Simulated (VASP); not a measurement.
Here is a VASP 6.6.1 calculation.

The input INCAR:

```
SYSTEM = Ge
  PREC = Accurate
  ENCUT = 520
  EDIFF = 1E-6
  ISMEAR = -1
  SIGMA = 0.05
  LREAL = .FALSE.
  LASPH = .TRUE.
  NELM = 80
  ALGO = Normal
  ISIF = 2
  LWAVE = .FALSE.
  LCHARG = .FALSE.
  NBANDS = 21
```

KPOINTS

```
Automatic mesh
0
G
  8 8 8
  0 0 0
```

File POSCAR:

```
Ge
1.0
    0.0000000000      2.8843929095      2.8843929095
    2.8843929095      0.0000000000      2.8843929095
    2.8843929095      2.8843929095      0.0000000000
Ge
2
Direct
    0.7500000000      0.7500000000      0.7500000000
    0.5000000000      0.5000000000      0.5000000000
```

Potentials or basis: VASP PAW LDA potentials, release 64 (Ge_d).

Run with:

```console
$ cat potpaw_LDA.64/Ge_d/POTCAR > POTCAR
$ mpirun -np 1 vasp_std > vasp.out
```

**Question.** What does it give for the band gap on the k mesh?

**Answer.** Zero (band 14 reaches 4.17 eV, above the bottom of band 15 at 4.07 eV).

**Question.** What does it give for the pressure?

**Answer.** -4.5 GPa.
